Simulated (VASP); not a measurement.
**Zn8O7 (a cell with a defect): single point with PBEsol**

System: Zn8O7 (a cell with a defect).

```
CELL_PARAMETERS angstrom
-3.22000 -5.57720 0.00000
4.83000 -2.78860 0.00000
0.00000 0.00000 5.20000
ATOMIC_POSITIONS crystal
Zn 0.48493 0.33843 0.01506
Zn 0.49521 0.67725 0.33472
Zn 0.28012 0.80779 0.94982
Zn 0.26403 0.16223 0.53018
Zn 0.98769 0.33821 0.02136
Zn 0.00888 0.65289 0.51508
Zn 0.73349 0.83899 0.98966
Zn 0.75596 0.15648 0.50803
O 0.50941 0.32654 0.39754
O 0.31422 0.81903 0.57350
O 0.23772 0.16911 0.91774
O 0.01435 0.32105 0.39993
O 0.98667 0.67092 0.89354
O 0.77873 0.83181 0.37306
O 0.73464 0.17724 0.88799
```

```json
{"Program": "VASP 6.6.1", "Task": "single point", "Functional": "PBEsol", "Potentials or basis": "VASP PAW PBE potentials, release 64 (Zn, O)", "Cutoff": "520 eV", "k mesh": "2 × 3 × 3", "Occupations": "fermi-dirac, width 0.05 eV", "Spin": "no spin polarisation"}
```

| Property | Result |
| --- | --- |
| Pressure | 0.7 GPa |
| Largest force | 1.268 eV/Å |
| Band gap on the k mesh | 1.38 eV |

Forces in eV/Å, atoms in the order of the input:
```
Zn   0.068 -0.112 -0.078
Zn  -0.087 -0.144 -0.019
Zn  -0.151 -0.136 -0.114
Zn   0.127  0.024 -0.046
Zn  -0.059 -0.001  0.006
Zn   0.013 -0.538  0.053
Zn  -0.109 -0.076  0.159
Zn   0.050 -0.112  0.029
O   -0.014  0.042  0.060
O    0.310  1.080 -0.589
O   -0.128 -0.038 -0.004
O    0.121 -0.010  0.022
O   -0.083 -0.052  0.214
O    0.022  0.036  0.264
O   -0.081  0.037  0.043
```

Stress tensor (GPa, compression positive):
```
-0.11 -0.31  1.68
-0.31 -2.37  0.90
 1.68  0.90  4.43
```

Levels at points of the mesh, in eV from the valence-band top:
```csv
k point,band 65,band 66,band 67,band 68,band 69,band 70,band 71,band 72,band 73,band 74
"(0.00, 0.00, 0.00)",-1.27,-1.18,-0.81,-0.57,-0.54,2.45,3.32,3.75,4.84,5.37
"(0.50, 0.00, 0.00)",-1.48,-0.96,-0.89,-0.79,-0.20,1.38,3.82,4.20,4.77,5.68
```

Run time: 6.4 min on 1 thread of Intel Xeon 8259CL, with other jobs on the host, peak memory 0.32 GiB.

Caveat: the k points lie up to 0.49 Å⁻¹ apart; the PAW data sets were made with another functional, which shifts forces and pressure a little.
